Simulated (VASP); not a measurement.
# Ge (Fd-3m) in VASP: a series of runs

Ge is run at these levels: PBE+D3(BJ); tasks: single point.

Everything below comes from runs of VASP 6.6.1. Logs are shortened: lines on timing, memory, paths and dates and some standing lists are left out, and cuts for length are marked.

**What was measured.**

From “Electronic and optical properties of SixGe1-x-ySny alloys lattice-matched to Ge”, 2021, arxiv:2109.02782, for a bulk crystal of Ge at 293 K: band gap 0.666 eV (indirect).

The results are compared with them further down.

## 1. The cell of the first run

It takes space group Fd-3m (No. 227, cubic). Conventional cell: a = 5.757 Å, b = 5.757 Å, c = 5.757 Å, α = 90.00°, β = 90.00°, γ = 90.00°. Within 3.3 Å of Ge (site symmetry -43m) lie 4 Ge at 2.49 Å.

## 2. Single point, PBE+D3(BJ)

INCAR

```
SYSTEM = Ge
  PREC = Accurate
  ENCUT = 520
  EDIFF = 1E-6
  ISMEAR = -1
  SIGMA = 0.05
  LREAL = .False.
  LASPH = .True.
  NELM = 100
  ALGO = Normal
  ISIF = 2
  LWAVE = .False.
  LCHARG = .True.
  GGA = PE
  IVDW = 12
  LELF = .True.
  LVHAR = .True.
  NBANDS = 21
```

KPOINTS

```
Automatic mesh
0
Gamma
  6 6 6
  0 0 0
```

POSCAR

```
Ge
1.0
    0.0000000000      2.8783332427      2.8783332427
    2.8783332427      0.0000000000      2.8783332427
    2.8783332427      2.8783332427      0.0000000000
Ge
2
Direct
    0.0000000000      0.0000000000      0.0000000000
    0.2500000000      0.2500000000      0.2500000000
```

Potentials or basis: VASP PAW PBE potentials, release 64 (Ge_d).

Run with:

```sh
$ cat potpaw_PBE.64/Ge_d/POTCAR > POTCAR
$ mpirun -np 1 vasp_std > vasp.out
```

OUTCAR:

```text
SYSTEM = Ge
   PREC = Accurate
   ENCUT = 520
   EDIFF = 1E-6
   ISMEAR = -1
   LREAL = .False.
   LASPH = .True.
   NELM = 100
   ISIF = 2
   GGA = PE
   IVDW = 12
 IVDW          = 12

 ion  position               nearest neighbor table
   1  0.000  0.000  0.000-   2 2.49   2 2.49   2 2.49   2 2.49
   2  0.250  0.250  0.250-   1 2.49   1 2.49   1 2.49   1 2.49

  LATTYP: Found a face centered cubic cell.
 ALAT       =     5.7566664854

  Lattice vectors:

 A1 = (   0.0000000000,   2.8783332427,   2.8783332427)
 A2 = (   2.8783332427,   0.0000000000,   2.8783332427)
 A3 = (   2.8783332427,   2.8783332427,   0.0000000000)

Analysis of symmetry for initial positions (statically):
=====================================================================
 Subroutine PRICEL returns:
 Original cell was already a primitive cell.

 Routine SETGRP: Setting up the symmetry group for a
 face centered cubic supercell.

 Subroutine GETGRP returns: Found 48 space group operations
 (whereof 24 operations were pure point group operations)
 out of a pool of 48 trial point group operations.

The static configuration has the point symmetry T_d .
 The point group associated with its full space group is O_h .

Analysis of symmetry for dynamics (positions and initial velocities):
=====================================================================
 Subroutine PRICEL returns:
 Original cell was already a primitive cell.

 Routine SETGRP: Setting up the symmetry group for a
 face centered cubic supercell.

 Subroutine GETGRP returns: Found 48 space group operations
 (whereof 24 operations were pure point group operations)
 out of a pool of 48 trial point group operations.

The dynamic configuration has the point symmetry T_d .
 The point group associated with its full space group is O_h .

 Subroutine INISYM returns: Found 48 space group operations
 (whereof 24 operations are pure point group operations),
 and found     1 'primitive' translations

----------------------------------------------------------------------------------------

                                     Primitive cell

  volume of cell :      47.6928

  direct lattice vectors                    reciprocal lattice vectors
     0.000000000  2.878333243  2.878333243    -0.173711644  0.173711644  0.173711644
     2.878333243  0.000000000  2.878333243     0.173711644 -0.173711644  0.173711644
     2.878333243  2.878333243  0.000000000     0.173711644  0.173711644 -0.173711644

  length of vectors
     4.070577909  4.070577909  4.070577909     0.300877394  0.300877394  0.300877394

  position of ions in fractional coordinates (direct lattice)
     0.000000000  0.000000000  0.000000000
     0.250000000  0.250000000  0.250000000

  ion indices of the primitive-cell ions
   primitive index   ion index
                 1           1
                 2           2

----------------------------------------------------------------------------------------

 KPOINTS: Automatic mesh

Automatic generation of k-mesh.
 Grid dimensions read from file:
 generate k-points for:    6    6    6

 Generating k-lattice:

  Cartesian coordinates                     Fractional coordinates (reciprocal lattice)
    -0.028951941  0.028951941  0.028951941     0.166666667  0.000000000  0.000000000
     0.028951941 -0.028951941  0.028951941     0.000000000  0.166666667  0.000000000
     0.028951941  0.028951941 -0.028951941     0.000000000  0.000000000  0.166666667

  Length of vectors
     0.050146232  0.050146232  0.050146232

  Shift w.r.t. Gamma in fractional coordinates (k-lattice)
     0.000000000  0.000000000  0.000000000

 Subroutine IBZKPT returns following result:
 ===========================================

 Found     16 irreducible k-points:

 Following reciprocal coordinates:
            Coordinates               Weight
  0.000000  0.000000  0.000000      1.000000
  0.166667  0.000000  0.000000      8.000000
  0.333333  0.000000  0.000000      8.000000
  0.500000  0.000000  0.000000      4.000000
  0.166667  0.166667  0.000000      6.000000
  0.333333  0.166667  0.000000     24.000000
[... 8 lines left out ...]
 -0.333333  0.333333  0.166667     24.000000
 -0.333333  0.500000  0.166667     12.000000
   k-points           NKPTS =     16   k-points in BZ     NKDIM =     16   number of bands    NBANDS=     21
   number of dos      NEDOS =    301   number of ions     NIONS =      2
   total plane-waves  NPLWV =  27000
   dimension x,y,z NGX =    30 NGY =   30 NGZ =   30
   dimension x,y,z NGXF=    60 NGYF=   60 NGZF=   60
   ions per type =               2
   NGX,Y,Z   is equivalent  to a cutoff of  12.25, 12.25, 12.25 a.u.
   NGXF,Y,Z  is equivalent  to a cutoff of  24.50, 24.50, 24.50 a.u.
 SYSTEM =  Ge
   PREC   = accura    normal or accurate (medium, high low for compatibility)
   ISTART =      0    job   : 0-new  1-cont  2-samecut
   ICHARG =      2    charge: 1-file 2-atom 10-const
   ISPIN  =      1    spin polarized calculation?
   LNONCOLLINEAR =      F non collinear calculations
   LSORBIT =      F    spin-orbit coupling
   LASPH  =      T    aspherical Exc in radial PAW
   ENCUT  =  520.0 eV  38.22 Ry    6.18 a.u.   7.57  7.57  7.57*2*pi/ulx,y,z
   NELM   =    100;   NELMIN=  2; NELMDL= -5     # of ELM steps
   EDIFF  = 0.1E-05   stopping-criterion for ELM
   LREAL  =      F    real-space projection
   EDIFFG = 0.1E-04   stopping-criterion for IOM
   NSW    =      0    number of steps for IOM
   IBRION =     -1    ionic relax: 0-MD 1-quasi-New 2-CG
   NFREE  =      0    steps in history (QN), initial steepest desc. (CG)
   ISIF   =      2    stress and relaxation
   ISYM   =      2    0-nonsym 1-usesym 2-fastsym
   POTIM  = 0.5000    time-step for ionic-motion
   TEBEG  =    0.0;   TEEND  =   0.0 temperature during run
   PSTRESS=    0.0 pullay stress
   NELECT =      28.0000    total number of electrons
   NUPDOWN=      -1.0000    fix difference up-down
   EMIN   =  10.00;   EMAX   =-10.00  energy-range for DOS
   EFERMI =   0.00;   METHOD = LEGACY
   ISMEAR =    -1;   SIGMA  =   0.05  broadening in eV -4-tet -1-fermi 0-gaus
   EFERMI_NEDOS =   21; number of points for ismear=-14 and -15
   IALGO  =     38    algorithm
   IMIX   =      4    mixing-type and parameters
     AMIX     =   0.40;   BMIX     =  1.00
     AMIX_MAG =   1.60;   BMIX_MAG =  1.00
  volume/ion in A,a.u.               =      23.85       160.92
  Fermi-wavevector in a.u.,A,eV,Ry     =   1.370807  2.590450 25.566883  1.879113
  Thomas-Fermi vector in A             =   2.496561
   LORBIT       =      0    0 simple, 1 ext, 2 COOP (PROOUT), +10 PAW based schemes
   GGA     = PE    functional components
   LHFCALC =     F    Hartree Fock is set to
   AEXX    =    0.0000 exact exchange contribution
   IVDW    =    12    specifies the selected vdW correction
   LEPSILON=     F    determine dielectric tensor
   LRPA    =     F    only Hartree local field effects (RPA)
 non-spin polarized calculation
  energy-cutoff  :      520.00
  volume of cell :       47.69
 maximum number of plane-waves:      1303
   NGX = 15   NGY = 15   NGZ = 15

 number of electron      27.9999981 magnetization

 Free energy of the ion-electron system (eV)
  ---------------------------------------------------
  ext. energy  EPLUGINS =         0.00000000
  ---------------------------------------------------
  free energy    TOTEN  =        -8.99448679 eV

  energy without entropy =       -8.99249235  energy(sigma->0) =       -8.99348957

 E-fermi :   4.4777     XC(G=0):  -9.6740

 val. band max:        4.0774709181   @ k =   0.0000   0.0000   0.0000
 cond. band min:       4.5078802903   @ k =   0.0000   0.0000   0.0000
 fundamental gap:      0.4304093722
 Fermi energy:         4.4776512352

 k-point     1 :       0.0000    0.0000    0.0000
  band No.  band energies     occupation
      1     -20.2364      2.00000
      2     -20.2364      2.00000
      3     -20.2364      2.00000
      4     -20.2042      2.00000
      5     -20.2042      2.00000
      6     -20.0200      2.00000
[... 13 lines left out ...]
     20      13.8479      0.00000
     21      13.8479      0.00000

 k-point     2 :       0.1667    0.0000    0.0000
  band No.  band energies     occupation
      1     -20.2466      2.00000
      2     -20.2466      2.00000
      3     -20.2325      2.00000
      4     -20.1893      2.00000
      5     -20.1893      2.00000
      6     -20.0360      2.00000
[... 13 lines left out ...]
     20      12.7848      0.00000
     21      12.7848      0.00000

 k-point     3 :       0.3333    0.0000    0.0000
  band No.  band energies     occupation
      1     -20.2557      2.00000
      2     -20.2557      2.00000
      3     -20.2247      2.00000
      4     -20.1725      2.00000
      5     -20.1725      2.00000
      6     -20.0489      2.00000
[... 13 lines left out ...]
     20      13.3511      0.00000
     21      13.3511      0.00000

 k-point     4 :       0.5000    0.0000    0.0000
  band No.  band energies     occupation
      1     -20.2579      2.00000
      2     -20.2579      2.00000
      3     -20.2205      2.00000
      4     -20.1676      2.00000
      5     -20.1676      2.00000
      6     -20.0521      2.00000
[... 13 lines left out ...]
     20      14.9821      0.00000
     21      15.4579      0.00000

 k-point     5 :       0.1667    0.1667    0.0000
  band No.  band energies     occupation
      1     -20.2448      2.00000
      2     -20.2448      2.00000
      3     -20.2436      2.00000
      4     -20.1907      2.00000
      5     -20.1720      2.00000
      6     -20.0647      2.00000
[... 13 lines left out ...]
     20      12.7126      0.00000
     21      14.3069      0.00000

 k-point     6 :       0.3333    0.1667    0.0000
  band No.  band energies     occupation
      1     -20.2623      2.00000
      2     -20.2540      2.00000
      3     -20.2266      2.00000
      4     -20.1729      2.00000
      5     -20.1499      2.00000
      6     -20.0868      2.00000
[... 13 lines left out ...]
     20      14.0422      0.00000
     21      14.6174      0.00000

 k-point     7 :       0.5000    0.1667    0.0000
  band No.  band energies     occupation
      1     -20.2722      2.00000
      2     -20.2610      2.00000
      3     -20.2059      2.00000
      4     -20.1562      2.00000
      5     -20.1490      2.00000
      6     -20.0827      2.00000
[... 13 lines left out ...]
     20      15.1817      0.00000
     21      15.4867      0.00000

 k-point     8 :      -0.3333    0.1667    0.0000
  band No.  band energies     occupation
      1     -20.2693      2.00000
      2     -20.2637      2.00000
      3     -20.2027      2.00000
      4     -20.1664      2.00000
      5     -20.1497      2.00000
      6     -20.0719      2.00000
[... 13 lines left out ...]
     20      13.4398      0.00000
     21      15.2563      0.00000

 k-point     9 :      -0.1667    0.1667    0.0000
  band No.  band energies     occupation
      1     -20.2586      2.00000
      2     -20.2550      2.00000
      3     -20.2219      2.00000
      4     -20.1812      2.00000
      5     -20.1659      2.00000
      6     -20.0601      2.00000
[... 13 lines left out ...]
     20      13.6505      0.00000
     21      13.6519      0.00000

 k-point    10 :       0.3333    0.3333    0.0000
  band No.  band energies     occupation
      1     -20.2597      2.00000
      2     -20.2597      2.00000
      3     -20.2310      2.00000
      4     -20.1542      2.00000
      5     -20.1289      2.00000
      6     -20.1144      2.00000
[... 13 lines left out ...]
     20      15.6879      0.00000
     21      15.9972      0.00000

 k-point    11 :       0.5000    0.3333    0.0000
  band No.  band energies     occupation
      1     -20.2745      2.00000
      2     -20.2651      2.00000
      3     -20.2015      2.00000
      4     -20.1453      2.00000
      5     -20.1315      2.00000
      6     -20.0969      2.00000
[... 13 lines left out ...]
     20      15.9170      0.00000
     21      16.0064      0.00000

 k-point    12 :      -0.3333    0.3333    0.0000
  band No.  band energies     occupation
      1     -20.2816      2.00000
      2     -20.2673      2.00000
      3     -20.1881      2.00000
      4     -20.1277      2.00000
      5     -20.1228      2.00000
      6     -20.1102      2.00000
[... 13 lines left out ...]
     20      13.3264      0.00000
     21      17.6213      0.00000

 k-point    13 :       0.5000    0.5000    0.0000
  band No.  band energies     occupation
      1     -20.2664      2.00000
      2     -20.2664      2.00000
      3     -20.1899      2.00000
      4     -20.1899      2.00000
      5     -20.1053      2.00000
      6     -20.1053      2.00000
[... 13 lines left out ...]
     20      15.6090      0.00000
     21      17.0628      0.00000

 k-point    14 :       0.5000    0.3333    0.1667
  band No.  band energies     occupation
      1     -20.2709      2.00000
      2     -20.2680      2.00000
      3     -20.2017      2.00000
      4     -20.1550      2.00000
      5     -20.1254      2.00000
      6     -20.1104      2.00000
[... 13 lines left out ...]
     20      14.1781      0.00000
     21      16.5296      0.00000

 k-point    15 :      -0.3333    0.3333    0.1667
  band No.  band energies     occupation
      1     -20.2795      2.00000
      2     -20.2706      2.00000
      3     -20.1823      2.00000
      4     -20.1391      2.00000
      5     -20.1199      2.00000
      6     -20.1123      2.00000
[... 13 lines left out ...]
     20      15.9797      0.00000
     21      16.0212      0.00000

 k-point    16 :      -0.3333    0.5000    0.1667
  band No.  band energies     occupation
      1     -20.2756      2.00000
      2     -20.2756      2.00000
      3     -20.1645      2.00000
      4     -20.1645      2.00000
      5     -20.1082      2.00000
      6     -20.1082      2.00000
[... 13 lines left out ...]
     20      15.1487      0.00000
     21      17.0942      0.00000

------------------------ aborting loop because EDIFF is reached ----------------------------------------

 Edisp (eV)   -0.56370

 E8    (eV) :    -0.2524

  FORCE on cell =-STRESS in cart. coord.  units (eV):
  Direction    XX          YY          ZZ          XY          YZ          ZX
  --------------------------------------------------------------------------------------
  -------------------------------------------------------------------------------------
  Total      -0.49795    -0.49795    -0.49795     0.00000    -0.00000    -0.00000
  in kB     -16.72799   -16.72799   -16.72799     0.00000    -0.00000    -0.00000
  external pressure =      -16.73 kB  Pullay stress =        0.00 kB

 VOLUME and BASIS-vectors are now :
 -----------------------------------------------------------------------------
  energy-cutoff  :      520.00
  volume of cell :       47.69
      direct lattice vectors                 reciprocal lattice vectors
     0.000000000  2.878333243  2.878333243    -0.173711644  0.173711644  0.173711644
     2.878333243  0.000000000  2.878333243     0.173711644 -0.173711644  0.173711644
     2.878333243  2.878333243  0.000000000     0.173711644  0.173711644 -0.173711644

 POSITION                                       TOTAL-FORCE (eV/Angst)
 -----------------------------------------------------------------------------------
      0.00000      0.00000      0.00000        -0.000000     -0.000000     -0.000000
      1.43917      1.43917      1.43917         0.000000      0.000000      0.000000
 -----------------------------------------------------------------------------------
    total drift:                                0.000000     -0.000000      0.000000

  FREE ENERGIE OF THE ION-ELECTRON SYSTEM (eV)
  ---------------------------------------------------
  free  energy   TOTEN  =        -9.5581834908 eV

  energy  without entropy=       -9.5561890491  energy(sigma->0) =       -9.55718627
```

Run time: 10 s. Hardware: 1 thread of Intel Xeon 6975P-C (Granite Rapids), shared host; peak memory 0.17 GiB.

What came out:

| Quantity | Value |
| --- | --- |
| Free energy | -9.5582 eV |
| Pressure | -1.7 GPa |
| Band gap on the k mesh | zero (filled and empty bands touch) |
| Dispersion energy per atom | -0.282 eV |

Caveat: pairwise dispersion overbinds metals, which lowers pressure and volume.

## 3. Single point, PBE+D3(BJ)

This run uses another cell than the first one, of 24.45 Å³/atom, 1.025 times its volume.

INCAR

```
ALGO = Normal
EDIFF = 1E-6
ENCUT = 520
GGA = PE
ISIF = 2
ISMEAR = -1
IVDW = 12
LASPH = T
LCHARG = F
LREAL = F
LWAVE = F
NBANDS = 21
NELM = 60
PREC = Accurate
SIGMA = 0.05
```

KPOINTS

```
k-points
0
Gamma
  6 6 6
```

POSCAR

```
Ge
1.0
    0.0000000000      2.9024208332      2.9024208332
    2.9024208332      0.0000000000      2.9024208332
    2.9024208332      2.9024208332      0.0000000000
Ge
2
Direct
    0.0000000000      0.0000000000      0.0000000000
    0.2500000000      0.2500000000      0.2500000000
```

Potentials or basis: VASP PAW PBE potentials, release 64 (Ge_d).

Run with:

```sh
$ cat potpaw_PBE.64/Ge_d/POTCAR > POTCAR
$ mpirun -np 1 vasp_std > vasp.out
```

Run time: 8.3 s. Hardware: 1 thread of Intel Xeon 6975P-C (Granite Rapids), shared host; peak memory 0.17 GiB.

Results (log left out):

- Free energy: -9.5413 eV
- Pressure: -2.9 GPa
- Band gap on the k mesh: zero (band 14 reaches 4.28 eV, above the bottom of band 15 at 4.24 eV)
- Dispersion energy per atom: -0.275 eV

Levels at points of the mesh, in eV from the Fermi level:
```csv
k point,band 11,band 12,band 13,band 14,band 15,band 16,band 17,band 18
"(0.00, 0.00, 0.00)",-12.14,-0.58,0.07,0.07,0.07,2.59,2.59,2.59
"(0.50, 0.00, 0.00)",-10.23,-7.20,-1.22,-1.22,0.03,3.77,3.77,7.15
"(0.50, 0.50, 0.00)",-8.54,-8.54,-2.74,-2.74,0.91,0.91,8.96,8.96
```

Caveat: pairwise dispersion overbinds metals, which lowers pressure and volume.

## 4. How close it comes

Step 2. Against the measured gap of Ge, 0.666 eV (indirect; 293 K; “Electronic and optical properties of SixGe1-x-ySny alloys lattice-matched to Ge”, 2021, arxiv:2109.02782), the calculated 0.00 eV is off by -0.67 eV. 3 values of this kind are on record (0.666 to 0.807 eV); this one was drawn at random among those near their median. Spin-orbit coupling on Ge is left out. The value is that of PBE+D3(BJ) on a finite k mesh, which can miss the band edges, without temperature or zero-point motion. Semilocal functionals fall short of measured gaps as a rule.

Step 3. Against the measured gap of Ge, 0.666 eV (indirect; 293 K; “Electronic and optical properties of SixGe1-x-ySny alloys lattice-matched to Ge”, 2021, arxiv:2109.02782), the calculated 0.00 eV is off by -0.67 eV. 3 values of this kind are on record (0.666 to 0.807 eV); this one was drawn at random among those near their median. Spin-orbit coupling on Ge is left out. The value is that of PBE+D3(BJ) on a finite k mesh, which can miss the band edges, without temperature or zero-point motion. Semilocal functionals fall short of measured gaps as a rule.
